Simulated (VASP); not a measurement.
# Ge (Fd-3m) in VASP: single point with PBEsol

Aim: the single point of Ge with PBEsol.

Everything below comes from runs of VASP 6.6.1. Logs are shortened: lines on timing, memory, paths and dates and some standing lists are left out, and cuts for length are marked.

**1. The cell of the first run**

Symmetry: Fd-3m, No. 227, cubic system. The conventional cell has a = 5.676 Å, b = 5.676 Å, c = 5.676 Å, α = 90.00°, β = 90.00°, γ = 90.00°. Within 3.2 Å of Ge (site symmetry -43m) lie 4 Ge at 2.46 Å.

**2. Single point, PBEsol**

INCAR

```
PREC = Accurate ; ENCUT = 520
EDIFF = 1E-7 ; ISMEAR = 0
SIGMA = 0.01 ; LREAL = F
LASPH = T ; NELM = 100
ALGO = Normal ; ISIF = 2
LWAVE = F ; LCHARG = F
GGA = PS ; NBANDS = 66
```

KPOINTS

```
Automatic mesh
0
Gamma
  6 6 6
```

POSCAR

```
Ge
1.0
    5.6762216364      0.0000000000      0.0000000000
    0.0000000000      5.6762216364      0.0000000000
    0.0000000000      0.0000000000      5.6762216364
Ge
8
Direct
    0.0000000000      0.0000000000      0.0000000000
    0.0000000000      0.5000000000      0.5000000000
    0.5000000000      0.0000000000      0.5000000000
    0.5000000000      0.5000000000      0.0000000000
    0.2500000000      0.2500000000      0.2500000000
    0.2500000000      0.7500000000      0.7500000000
    0.7500000000      0.2500000000      0.7500000000
    0.7500000000      0.7500000000      0.2500000000
```

Potentials or basis: VASP PAW PBE potentials, release 64 (Ge_d).

The run is started by

```sh
$ cat potpaw_PBE.64/Ge_d/POTCAR > POTCAR
$ mpirun -np 1 vasp_std > vasp.out
```

OUTCAR:

```text
PREC = Accurate
   ENCUT = 520
   EDIFF = 1E-7
   ISMEAR = 0
   LREAL = F
   LASPH = T
   NELM = 100
   ISIF = 2
   GGA = PS

 ion  position               nearest neighbor table
   1  0.000  0.000  0.000-   5 2.46   6 2.46   7 2.46   8 2.46
   2  0.000  0.500  0.500-   5 2.46   6 2.46   7 2.46   8 2.46
   3  0.500  0.000  0.500-   5 2.46   6 2.46   7 2.46   8 2.46
   4  0.500  0.500  0.000-   5 2.46   6 2.46   7 2.46   8 2.46
   5  0.250  0.250  0.250-   1 2.46   2 2.46   3 2.46   4 2.46
   6  0.250  0.750  0.750-   1 2.46   2 2.46   3 2.46   4 2.46
   7  0.750  0.250  0.750-   1 2.46   2 2.46   3 2.46   4 2.46
   8  0.750  0.750  0.250-   1 2.46   2 2.46   3 2.46   4 2.46

  LATTYP: Found a simple cubic cell.
 ALAT       =     5.6762216364

  Lattice vectors:

 A1 = (   5.6762216364,   0.0000000000,   0.0000000000)
 A2 = (   0.0000000000,   5.6762216364,   0.0000000000)
 A3 = (   0.0000000000,   0.0000000000,   5.6762216364)

Analysis of symmetry for initial positions (statically):
=====================================================================
 Subroutine PRICEL returns following result:

  LATTYP: Found a face centered cubic cell.
 ALAT       =     5.6762216364

  Lattice vectors:

 A1 = (   2.8381108182,  -2.8381108182,   0.0000000000)
 A2 = (   2.8381108182,   0.0000000000,   2.8381108182)
 A3 = (   0.0000000000,  -2.8381108182,   2.8381108182)

   4 primitive cells build up your supercell.

 Routine SETGRP: Setting up the symmetry group for a
 simple cubic supercell.

 Subroutine GETGRP returns: Found 48 space group operations
 (whereof 24 operations were pure point group operations)
 out of a pool of 48 trial point group operations.

The static configuration has the point symmetry T_d .
 The point group associated with its full space group is O_h .

Analysis of symmetry for dynamics (positions and initial velocities):
=====================================================================
 Subroutine PRICEL returns following result:

  LATTYP: Found a face centered cubic cell.
 ALAT       =     5.6762216364

  Lattice vectors:

 A1 = (   2.8381108182,  -2.8381108182,   0.0000000000)
 A2 = (   2.8381108182,   0.0000000000,   2.8381108182)
 A3 = (   0.0000000000,  -2.8381108182,   2.8381108182)

   4 primitive cells build up your supercell.

 Routine SETGRP: Setting up the symmetry group for a
 simple cubic supercell.

 Subroutine GETGRP returns: Found 48 space group operations
 (whereof 24 operations were pure point group operations)
 out of a pool of 48 trial point group operations.

The dynamic configuration has the point symmetry T_d .
 The point group associated with its full space group is O_h .

 Subroutine INISYM returns: Found 48 space group operations
 (whereof 24 operations are pure point group operations),
 and found     4 'primitive' translations

----------------------------------------------------------------------------------------

                                     Primitive cell

  volume of cell :      45.7212

  direct lattice vectors                    reciprocal lattice vectors
     2.838110818 -2.838110818  0.000000000     0.176173530 -0.176173530 -0.176173530
     2.838110818  0.000000000  2.838110818     0.176173530  0.176173530  0.176173530
     0.000000000 -2.838110818  2.838110818    -0.176173530 -0.176173530  0.176173530

  length of vectors
     4.013694811  4.013694811  4.013694811     0.305141504  0.305141504  0.305141504

  position of ions in fractional coordinates (direct lattice)
     0.000000000  0.000000000  0.000000000
     0.750000000  0.750000000  0.750000000

  ion indices of the primitive-cell ions
   primitive index   ion index
                 1           1
                 2           5

----------------------------------------------------------------------------------------

 KPOINTS: Automatic mesh

Automatic generation of k-mesh.
 Grid dimensions read from file:
 generate k-points for:    6    6    6

 Generating k-lattice:

  Cartesian coordinates                     Fractional coordinates (reciprocal lattice)
     0.029362255  0.000000000  0.000000000     0.166666667  0.000000000  0.000000000
     0.000000000  0.029362255  0.000000000     0.000000000  0.166666667  0.000000000
     0.000000000  0.000000000  0.029362255     0.000000000  0.000000000  0.166666667

  Length of vectors
     0.029362255  0.029362255  0.029362255

  Shift w.r.t. Gamma in fractional coordinates (k-lattice)
     0.000000000  0.000000000  0.000000000

 Subroutine IBZKPT returns following result:
 ===========================================

 Found     20 irreducible k-points:

 Following reciprocal coordinates:
            Coordinates               Weight
  0.000000  0.000000  0.000000      1.000000
  0.166667  0.000000  0.000000      6.000000
  0.333333  0.000000  0.000000      6.000000
  0.500000  0.000000  0.000000      3.000000
  0.166667  0.166667  0.000000     12.000000
  0.333333  0.166667  0.000000     24.000000
[... 12 lines left out ...]
  0.500000  0.500000  0.333333      6.000000
  0.500000  0.500000  0.500000      1.000000
   k-points           NKPTS =     20   k-points in BZ     NKDIM =     20   number of bands    NBANDS=     66
   number of dos      NEDOS =    301   number of ions     NIONS =      8
   total plane-waves  NPLWV =  74088
   dimension x,y,z NGX =    42 NGY =   42 NGZ =   42
   dimension x,y,z NGXF=    84 NGYF=   84 NGZF=   84
   ions per type =               8
   NGX,Y,Z   is equivalent  to a cutoff of  12.30, 12.30, 12.30 a.u.
   NGXF,Y,Z  is equivalent  to a cutoff of  24.60, 24.60, 24.60 a.u.
 SYSTEM =  unknown system
   PREC   = accura    normal or accurate (medium, high low for compatibility)
   ISTART =      0    job   : 0-new  1-cont  2-samecut
   ICHARG =      2    charge: 1-file 2-atom 10-const
   ISPIN  =      1    spin polarized calculation?
   LNONCOLLINEAR =      F non collinear calculations
   LSORBIT =      F    spin-orbit coupling
   LASPH  =      T    aspherical Exc in radial PAW
   ENCUT  =  520.0 eV  38.22 Ry    6.18 a.u.  10.55 10.55 10.55*2*pi/ulx,y,z
   NELM   =    100;   NELMIN=  2; NELMDL= -5     # of ELM steps
   EDIFF  = 0.1E-06   stopping-criterion for ELM
   LREAL  =      F    real-space projection
   EDIFFG = 0.1E-05   stopping-criterion for IOM
   NSW    =      0    number of steps for IOM
   IBRION =     -1    ionic relax: 0-MD 1-quasi-New 2-CG
   NFREE  =      0    steps in history (QN), initial steepest desc. (CG)
   ISIF   =      2    stress and relaxation
   ISYM   =      2    0-nonsym 1-usesym 2-fastsym
   POTIM  = 0.5000    time-step for ionic-motion
   TEBEG  =    0.0;   TEEND  =   0.0 temperature during run
   PSTRESS=    0.0 pullay stress
   NELECT =     112.0000    total number of electrons
   NUPDOWN=      -1.0000    fix difference up-down
   EMIN   =  10.00;   EMAX   =-10.00  energy-range for DOS
   EFERMI =   0.00;   METHOD = LEGACY
   ISMEAR =     0;   SIGMA  =   0.01  broadening in eV -4-tet -1-fermi 0-gaus
   EFERMI_NEDOS =   21; number of points for ismear=-14 and -15
   IALGO  =     38    algorithm
   IMIX   =      4    mixing-type and parameters
     AMIX     =   0.40;   BMIX     =  1.00
     AMIX_MAG =   1.60;   BMIX_MAG =  1.00
  volume/ion in A,a.u.               =      22.86       154.27
  Fermi-wavevector in a.u.,A,eV,Ry     =   1.390235  2.627163 26.296699  1.932753
  Thomas-Fermi vector in A             =   2.514189
   LORBIT       =      0    0 simple, 1 ext, 2 COOP (PROOUT), +10 PAW based schemes
   GGA     = PS    functional components
   LHFCALC =     F    Hartree Fock is set to
   AEXX    =    0.0000 exact exchange contribution
   IVDW    =     0    specifies the selected vdW correction
   LEPSILON=     F    determine dielectric tensor
   LRPA    =     F    only Hartree local field effects (RPA)
 non-spin polarized calculation
 Gauss-broadening in eV      SIGMA  =   0.01
  energy-cutoff  :      520.00
  volume of cell :      182.88
 maximum number of plane-waves:      4950
   NGX = 21   NGY = 21   NGZ = 21

 number of electron     111.9999707 magnetization

 Free energy of the ion-electron system (eV)
  ---------------------------------------------------
  ext. energy  EPLUGINS =         0.00000000
  ---------------------------------------------------
  free energy    TOTEN  =       -39.49333169 eV

  energy without entropy =      -39.49326027  energy(sigma->0) =      -39.49329598

 E-fermi :   4.7701     XC(G=0): -10.0824

 val. band max:        4.7670524487   @ k =   0.0000   0.0000   0.0000
 cond. band min:       4.8602254455   @ k =   0.5000   0.5000   0.5000
 fundamental gap:      0.0931729968
 Fermi energy:         4.7700981266

 k-point     1 :       0.0000    0.0000    0.0000
  band No.  band energies     occupation
      1     -20.0154      2.00000
      2     -20.0154      2.00000
      3     -20.0154      2.00000
      4     -20.0154      2.00000
      5     -20.0154      2.00000
      6     -20.0154      2.00000
[... 58 lines left out ...]
     65       7.2951      0.00000
     66       7.2951      0.00000

 k-point     2 :       0.1667    0.0000    0.0000
  band No.  band energies     occupation
      1     -20.0194      2.00000
      2     -20.0194      2.00000
      3     -20.0194      2.00000
      4     -20.0194      2.00000
      5     -20.0135      2.00000
      6     -20.0135      2.00000
[... 58 lines left out ...]
     65       7.9026      0.00000
     66       7.9026      0.00000

 k-point     3 :       0.3333    0.0000    0.0000
  band No.  band energies     occupation
      1     -20.0261      2.00000
      2     -20.0261      2.00000
      3     -20.0261      2.00000
      4     -20.0261      2.00000
      5     -20.0080      2.00000
      6     -20.0080      2.00000
[... 1162 lines left out ...]
     65       8.6755      0.00000
     66       8.6755      0.00000

 k-point    20 :       0.5000    0.5000    0.5000
  band No.  band energies     occupation
      1     -20.0061      2.00000
      2     -20.0061      2.00000
      3     -20.0061      2.00000
      4     -20.0061      2.00000
      5     -20.0061      2.00000
      6     -20.0061      2.00000
[... 58 lines left out ...]
     65       8.4741      0.00000
     66       8.4741      0.00000

------------------------ aborting loop because EDIFF is reached ----------------------------------------

  FORCE on cell =-STRESS in cart. coord.  units (eV):
  Direction    XX          YY          ZZ          XY          YZ          ZX
  --------------------------------------------------------------------------------------
  -------------------------------------------------------------------------------------
  Total       -0.0780849     -0.0780849     -0.0780849      0.0000000     -0.0000000      0.0000000
  in kB       -0.6840682     -0.6840682     -0.6840682      0.0000000     -0.0000000      0.0000000
  external PRESSURE =      -0.6840682 kB  Pullay stress =       0.0000000 kB

 VOLUME and BASIS-vectors are now :
 -----------------------------------------------------------------------------
  energy-cutoff  :      520.00
  volume of cell :      182.88
      direct lattice vectors                 reciprocal lattice vectors
     5.676221636  0.000000000  0.000000000     0.176173530  0.000000000  0.000000000
     0.000000000  5.676221636  0.000000000     0.000000000  0.176173530  0.000000000
     0.000000000  0.000000000  5.676221636     0.000000000  0.000000000  0.176173530

 POSITION                                       TOTAL-FORCE (eV/Angst)
 -----------------------------------------------------------------------------------
      0.00000      0.00000      0.00000        -0.000000      0.000000      0.000000
      0.00000      2.83811      2.83811         0.000000      0.000000     -0.000000
      2.83811      0.00000      2.83811         0.000000     -0.000000     -0.000000
      2.83811      2.83811      0.00000         0.000000     -0.000000     -0.000000
      1.41906      1.41906      1.41906        -0.000000     -0.000000      0.000000
      1.41906      4.25717      4.25717        -0.000000      0.000000      0.000000
      4.25717      1.41906      4.25717        -0.000000      0.000000     -0.000000
      4.25717      4.25717      1.41906        -0.000000     -0.000000      0.000000
 -----------------------------------------------------------------------------------
    total drift:                                0.000000      0.000000     -0.000000

  FREE ENERGIE OF THE ION-ELECTRON SYSTEM (eV)
  ---------------------------------------------------
  free  energy   TOTEN  =       -39.4933316882 eV

  energy  without entropy=      -39.4932602705  energy(sigma->0) =      -39.49329598
```

Wall time 3 min (1 thread of Intel Xeon Platinum 8488C (Sapphire Rapids), shared host); peak memory 0.34 GiB.

What came out:

```yaml
Free_energy: -39.4933 eV
Pressure: -0.1 GPa
Band_gap_on_the_k_mesh: zero (filled and empty bands touch)
```

Levels at points of the mesh, in eV from the Fermi level:
| k point | band 52 | band 53 | band 54 | band 55 | band 56 | band 57 | band 58 | band 59 | band 60 | band 61 |
| --- | --- | --- | --- | --- | --- | --- | --- | --- | --- | --- |
| (0.00, 0.00, 0.00) | -3.06 | -3.06 | -0.10 | 0.00 | 0.00 | 0.00 | 0.68 | 0.68 | 0.68 | 0.68 |
| (0.50, 0.00, 0.00) | -3.89 | -2.03 | -2.03 | -2.03 | -2.03 | 0.95 | 0.95 | 2.66 | 2.66 | 4.25 |
| (0.50, 0.50, 0.00) | -3.86 | -1.50 | -1.50 | -1.50 | -1.50 | 1.89 | 1.89 | 1.89 | 1.89 | 4.75 |
| (0.50, 0.50, 0.50) | -1.40 | -1.40 | -1.40 | -1.40 | -1.40 | 0.09 | 0.09 | 0.09 | 0.09 | 3.70 |

Caveat: the PAW data sets were made with another functional, which shifts forces and pressure a little.
